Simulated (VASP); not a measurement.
Write the native input for VASP 6.6.1 that does the following.

- Task: single point
- Functional: HSE06
- Potentials or basis: VASP PAW PBE potentials, release 64 (Al, N)
- Cutoff: 520 eV
- k mesh: 6 × 6 × 4
- Occupations: gaussian, width 0.01 eV
- Spin: no spin polarisation
- Dipole correction: no
- Grid for exact exchange (PRECFOCK): Normal
- Further INCAR settings: ALGO = Normal; EDIFF = 1e-06; NBANDS = 16
- Share of exact exchange: 0.25
- Screening parameter: 0.2079 1/Å

AlN:

```
Al N
1.0
     3.10669    0.00000    0.00000
    -1.55335    2.54842    0.00000
     0.00000    0.00000    4.97859
Al N
2 2
Cartesian
  0.0000 1.6891 0.0079
  1.5533 0.8593 2.4972
  0.0000 1.6687 1.8840
  1.5533 0.8797 4.3733
```

This cell differs from its parent crystal: uniaxial y strain -5.3%.

The input as run:

POSCAR

```
AlN
1.0
    3.1066945025      0.0000000000      0.0000000000
   -1.5533472512      2.5484192091      0.0000000000
    0.0000000000      0.0000000000      4.9785885509
Al N
2 2
Direct
    0.3314105265      0.6628210530      0.0015796110
    0.6685894735      0.3371789470      0.5015796110
    0.3274023181      0.6548046362      0.3784203890
    0.6725976819      0.3451953638      0.8784203890
```

INCAR.step1

```
ALGO = Normal ; EDIFF = 1E-5
ENCUT = 520 ; GGA = PE
ISIF = 2 ; ISMEAR = 0
LASPH = T ; LREAL = F
LWAVE = T ; NBANDS = 16
NELM = 100 ; PREC = Accurate
SIGMA = 0.01
```

INCAR.step2

```
ALGO = Normal ; EDIFF = 1E-6
ENCUT = 520 ; GGA = PE
HFSCREEN = 0.2079 ; ISIF = 2
ISMEAR = 0 ; ISTART = 1
LASPH = T ; LCHARG = T
LELF = T ; LHFCALC = T
LREAL = F ; LVHAR = T
LWAVE = F ; NBANDS = 16
NELM = 100 ; PREC = Accurate
PRECFOCK = Normal ; SIGMA = 0.01
```

KPOINTS

```
k-points
0
Gamma
  6 6 4
```

Potentials or basis: VASP PAW PBE potentials, release 64 (Al, N).

The run is started by

```console
$ cat potpaw_PBE.64/Al/POTCAR potpaw_PBE.64/N/POTCAR > POTCAR
$ cp INCAR.step1 INCAR
$ mpirun -np 1 vasp_std > vasp.out
$ cp INCAR.step2 INCAR
$ mpirun -np 1 vasp_std > vasp.out
```

Results of the run:

```
Pressure               : 12.0 GPa
Largest force          : 0.006 eV/Å
Band gap on the k mesh : 6.02 eV
```

Caveat: the cell differs from its parent crystal (uniaxial y strain -5.3%); the stress differs along the axes, from 5 to 22 GPa; the PAW data sets were made with another functional, which shifts forces and pressure a little.

It took 63 min on 1 thread of Oxide Virtual Turin-like Processor (shared host), peak memory 0.25 GiB.
